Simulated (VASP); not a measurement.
# KI (F-43m) in VASP: further runs, part 2 of 2

VASP 6.6.1. Earlier steps stand in the parts before.

### Step 3. Dielectric tensor, PBE

This run uses another cell than the first one, of 62.38 Å³/atom.

Input file INCAR:

```
PREC = Accurate
ENCUT = 520
EDIFF = 1E-8
ISMEAR = 0
SIGMA = 0.01
LREAL = F
LASPH = T
NELM = 100
ALGO = Normal
ISIF = 2
LWAVE = F
LCHARG = F
GGA = PE
LEPSILON = T
```

Input file KPOINTS:

```
regular mesh
0
Gamma
  6 6 6
```

Input file POSCAR:

```
KI
1.0
    0.0000000000      3.9658927787      3.9658927787
    3.9658927787      0.0000000000      3.9658927787
    3.9658927787      3.9658927787      0.0000000000
K I
1 1
Direct
    0.0000000000      0.0000000000      0.0000000000
    0.2500000000      0.2500000000      0.2500000000
```

Potentials or basis: VASP PAW PBE potentials, release 64 (K_sv, I).

Launch:

```bash
$ cat potpaw_PBE.64/K_sv/POTCAR potpaw_PBE.64/I/POTCAR > POTCAR
$ mpirun -np 1 vasp_std > vasp.out
```

OUTCAR:

```text
PREC = Accurate
   ENCUT = 520
   EDIFF = 1E-8
   ISMEAR = 0
   LREAL = F
   LASPH = T
   NELM = 100
   ISIF = 2
   GGA = PE
   LEPSILON = T

 ion  position               nearest neighbor table
   1  0.000  0.000  0.000-   2 3.43   2 3.43   2 3.43   2 3.43
   2  0.250  0.250  0.250-   1 3.43   1 3.43   1 3.43   1 3.43

  LATTYP: Found a face centered cubic cell.
 ALAT       =     7.9317855574

  Lattice vectors:

 A1 = (   0.0000000000,   3.9658927787,   3.9658927787)
 A2 = (   3.9658927787,   0.0000000000,   3.9658927787)
 A3 = (   3.9658927787,   3.9658927787,   0.0000000000)

Analysis of symmetry for initial positions (statically):
=====================================================================
 Subroutine PRICEL returns:
 Original cell was already a primitive cell.

 Routine SETGRP: Setting up the symmetry group for a
 face centered cubic supercell.

 Subroutine GETGRP returns: Found 24 space group operations
 (whereof 24 operations were pure point group operations)
 out of a pool of 48 trial point group operations.

The static configuration has the point symmetry T_d .

Analysis of symmetry for dynamics (positions and initial velocities):
=====================================================================
 Subroutine PRICEL returns:
 Original cell was already a primitive cell.

 Routine SETGRP: Setting up the symmetry group for a
 face centered cubic supercell.

 Subroutine GETGRP returns: Found 24 space group operations
 (whereof 24 operations were pure point group operations)
 out of a pool of 48 trial point group operations.

The dynamic configuration has the point symmetry T_d .

 Subroutine INISYM returns: Found 24 space group operations
 (whereof 24 operations are pure point group operations),
 and found     1 'primitive' translations

----------------------------------------------------------------------------------------

                                     Primitive cell

  volume of cell :     124.7535

  direct lattice vectors                    reciprocal lattice vectors
     0.000000000  3.965892779  3.965892779    -0.126075017  0.126075017  0.126075017
     3.965892779  0.000000000  3.965892779     0.126075017 -0.126075017  0.126075017
     3.965892779  3.965892779  0.000000000     0.126075017  0.126075017 -0.126075017

  length of vectors
     5.608619355  5.608619355  5.608619355     0.218368335  0.218368335  0.218368335

  position of ions in fractional coordinates (direct lattice)
     0.000000000  0.000000000  0.000000000
     0.250000000  0.250000000  0.250000000

  ion indices of the primitive-cell ions
   primitive index   ion index
                 1           1
                 2           2

[... 338 lines left out ...]
  band No.  band energies     occupation
      1     -30.6477      2.00000
      2     -14.2095      2.00000
      3     -14.1519      2.00000
      4     -14.1500      2.00000
      5     -12.0694      2.00000
      6      -2.5698      2.00000
      7      -2.3503      2.00000
      8      -2.2493      2.00000
      9       3.3254      0.00000
     10       4.2218      0.00000
     11       5.3527      0.00000
     12       5.5998      0.00000

  FORCE on cell =-STRESS in cart. coord.  units (eV):
  Direction    XX          YY          ZZ          XY          YZ          ZX
  --------------------------------------------------------------------------------------
  -------------------------------------------------------------------------------------
  Total        0.1409344      0.1409344      0.1409344     -0.0000000     -0.0000000      0.0000000
  in kB        1.8099844      1.8099844      1.8099844     -0.0000000     -0.0000000      0.0000000
  external PRESSURE =       1.8099844 kB  Pullay stress =       0.0000000 kB

 VOLUME and BASIS-vectors are now :
 -----------------------------------------------------------------------------
  energy-cutoff  :      520.00
  volume of cell :      124.75
      direct lattice vectors                 reciprocal lattice vectors
     0.000000000  3.965892779  3.965892779    -0.126075017  0.126075017  0.126075017
     3.965892779  0.000000000  3.965892779     0.126075017 -0.126075017  0.126075017
     3.965892779  3.965892779  0.000000000     0.126075017  0.126075017 -0.126075017

 POSITION                                       TOTAL-FORCE (eV/Angst)
 -----------------------------------------------------------------------------------
      0.00000      0.00000      0.00000        -0.000000     -0.000000     -0.000000
      1.98295      1.98295      1.98295         0.000000      0.000000      0.000000
 -----------------------------------------------------------------------------------
    total drift:                               -0.000000     -0.000000     -0.000000

  FREE ENERGIE OF THE ION-ELECTRON SYSTEM (eV)
  ---------------------------------------------------
  free  energy   TOTEN  =        -5.3860456996 eV

  energy  without entropy=       -5.3860456996  energy(sigma->0) =       -5.38604570

 HEAD OF MICROSCOPIC STATIC DIELECTRIC TENSOR (INDEPENDENT PARTICLE, excluding Hartree and local field effects)
 ------------------------------------------------------
           2.533736     0.000000     0.000000
           0.000000     2.533736     0.000000
           0.000000     0.000000     2.533736
 ------------------------------------------------------

 Free energy of the ion-electron system (eV)
  ---------------------------------------------------
  ---------------------------------------------------
  free energy    TOTEN  =        -0.49418091 eV

  energy without entropy =       -0.49418091

------------------------ aborting loop because EDIFF is reached ----------------------------------------

--------------------------------------- Ionic step        2  -------------------------------------------

------------------------ aborting loop because EDIFF is reached ----------------------------------------

--------------------------------------- Ionic step        3  -------------------------------------------

 Free energy of the ion-electron system (eV)
  ---------------------------------------------------
  ---------------------------------------------------
  free energy    TOTEN  =        -0.49418095 eV

  energy without entropy =       -0.49418095

------------------------ aborting loop because EDIFF is reached ----------------------------------------

 PIEZOELECTRIC TENSOR FIELD DIRECTION 3  (e Angst)
 -----------------------------------------------------------------------------
     0.00035 -0.65585  0.00000           (  0.00000  0.03101  0.00000)
    -0.65585  0.00035  0.00000           (  0.03101  0.00000  0.00000)
     0.00000  0.00000 -0.00095           (  0.00000  0.00000  0.00000)

 PIEZOELECTRIC TENSOR FIELD DIRECTION 3  (C/m^2)
 -----------------------------------------------------------------------------
     0.00005 -0.08423  0.00000
    -0.08423  0.00005  0.00000
     0.00000  0.00000 -0.00012

 MACROSCOPIC STATIC DIELECTRIC TENSOR (including local field effects in DFT)
 ------------------------------------------------------
           2.213257    -0.000000    -0.000000
          -0.000000     2.213257     0.000000
          -0.000000    -0.000000     2.213257
 ------------------------------------------------------

 PIEZOELECTRIC TENSOR (including local field effects)  for field in x, y, z        (e  Angst)
          XX          YY          ZZ          XY          YZ          ZX
  --------------------------------------------------------------------------------
  x     0.00000    -0.00000     0.00000     0.00000    -0.65765     0.00000
  y     0.00000    -0.00000    -0.00000     0.00000     0.00000    -0.65765
  z    -0.00000     0.00000     0.00000    -0.65765     0.00000     0.00000

 PIEZOELECTRIC TENSOR (including local field effects)  for field in x, y, z        (C/m^2)
          XX          YY          ZZ          XY          YZ          ZX
  --------------------------------------------------------------------------------
  x     0.00000    -0.00000     0.00000     0.00000    -0.08446     0.00000
  y     0.00000    -0.00000    -0.00000     0.00000     0.00000    -0.08446
  z    -0.00000     0.00000     0.00000    -0.08446     0.00000     0.00000

 BORN EFFECTIVE CHARGES (including local field effects) (in |e|, cummulative output)
 ---------------------------------------------------------------------------------
 ion    1
    1     1.03384     0.00000     0.00000
    2     0.00000     1.03384     0.00000
    3     0.00000     0.00000     1.03384
 ion    2
    1    -1.03384     0.00000     0.00000
    2    -0.00000    -1.03384    -0.00000
    3    -0.00000    -0.00000    -1.03384
```

OSZICAR:

```text
N       E                     dE             d eps       ncg     rms          rms(c)
DAV:   1     0.976470043916E+02    0.97647E+02   -0.61982E+03   384   0.109E+03
DAV:   2     0.224331750724E+01   -0.95404E+02   -0.90027E+02   468   0.232E+02
[... 12 lines left out ...]
RMM:  10    -0.494238048003E+00   -0.45538E-04    0.22927E-05  2653   0.156E-02    0.101E-03
RMM:  11    -0.494199420955E+00    0.38627E-04   -0.45493E-05  2877   0.646E-03    0.495E-04
RMM:  12    -0.494188226699E+00    0.11194E-04    0.88532E-06  2909   0.274E-03    0.576E-04
RMM:  13    -0.494184438153E+00    0.37885E-05   -0.17172E-06  2866   0.114E-03    0.326E-04
RMM:  14    -0.494180325241E+00    0.41129E-05    0.22554E-06  2763   0.634E-04    0.272E-05
RMM:  15    -0.494181084304E+00   -0.75906E-06   -0.73623E-07  2598   0.297E-04    0.369E-05
RMM:  16    -0.494180946936E+00    0.13737E-06    0.32925E-07  2256   0.165E-04    0.314E-06
```

stdout:

```text
POSCAR found type information on POSCAR K I
 POSCAR found :  2 types and       2 ions
 scaLAPACK will be used
 LDA part: xc-table for (Slater+PW92), standard interpolation
 POSCAR, INCAR and KPOINTS ok, starting setup
 FFT: planning ... GRIDC
 FFT: planning ... GRID_SOFT
 FFT: planning ... GRID
 WAVECAR not read
 entering main loop
 Linear response reoptimize wavefunctions to high precision
 Linear response G [H, r] |phi>, progress :
  Direction:   1
 Linear response G [H, r] |phi>, progress :
  Direction:   2
 Linear response G [H, r] |phi>, progress :
  Direction:   3
 Linear response to external field (no local field effect), progress :
  Direction:   1
 dielectric tensor                  component  1 :     2.585     0.153     0.077
 Linear response to external field (no local field effect), progress :
  Direction:   2
 dielectric tensor                  component  2 :     0.153     2.586    -0.106
 Linear response to external field (no local field effect), progress :
  Direction:   3
 dielectric tensor                  component  3 :     0.077    -0.106     2.431
 Linear response to external field, progress :
  Direction:   1
 dielectric tensor                  component  1 :     2.213     0.067     0.035
 Linear response to external field, progress :
  Direction:   2
 dielectric tensor                  component  2 :     0.067     2.213     0.010
 Linear response to external field, progress :
  Direction:   3
 dielectric tensor                  component  3 :     0.046     0.056     2.213
 Born effective charges drift removed
```

It took 6 min on 1 thread of Intel Xeon 6975P-C (Granite Rapids), shared host; peak memory 0.42 GiB.

What came out:

```
Band gap on the k mesh                  : 3.93 eV
Electronic dielectric tensor (diagonal) : 2.21
Born charges (mean of the diagonal)     : K +1.03; I -1.03 e
```

Electronic dielectric tensor:
```
2.21 0.00 0.00
0.00 2.21 0.00
0.00 0.00 2.21
```

Born effective charge tensors (e):
atom 1, K
```
1.03 0.00 0.00
0.00 1.03 0.00
0.00 0.00 1.03
```
atom 2, I
```
-1.03  0.00  0.00
 0.00 -1.03  0.00
 0.00  0.00 -1.03
```

Caveat: spin-orbit coupling is left out, which moves the levels of the heavy elements.
